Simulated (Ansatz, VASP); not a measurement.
## Two plane-wave programs on Cu

```xyz
4
Lattice="2.5665 0.0000 0.0000 -1.2833 2.2227 0.0000 0.0000 0.0000 22.2866" Properties=species:S:1:pos:R:3 pbc="T T T"
Cu    0.0000    0.0000    8.0284
Cu    0.0000    1.4818   10.0995
Cu    1.2833    0.7409   12.1871
Cu    0.0000    0.0000   14.2582
```

Alike in both runs: task single point; functional PBE; k mesh 15 × 15 × 1; occupations fermi-dirac, width 0.1 eV; no spin polarisation.

|  | VASP | Ansatz |
| --- | --- | --- |
| version | VASP 6.6.1 | Ansatz 0.2.0 |
| potentials or method | VASP PAW PBE potentials, release 64 (Cu) | PAW with Ansatz's default frozen-core files, scalar-relativistic |
| plane-wave cutoff (eV) | 520 | 420 |
| valence electrons in the cell | 44 | 76 |

Ansatz gave:

| Item | Value |
| --- | --- |
| rms of the force components (eV/Å) | 0.001 |

Q: What did VASP give for the same quantities?

A: rms of the force components (eV/Å): 0.009.

Atom by atom the forces differ by 0.008 eV/Å (rms over components). VASP's potentials hold 44 valence electrons a cell and Ansatz's 76, so a difference there can come from the potentials and not from the codes.
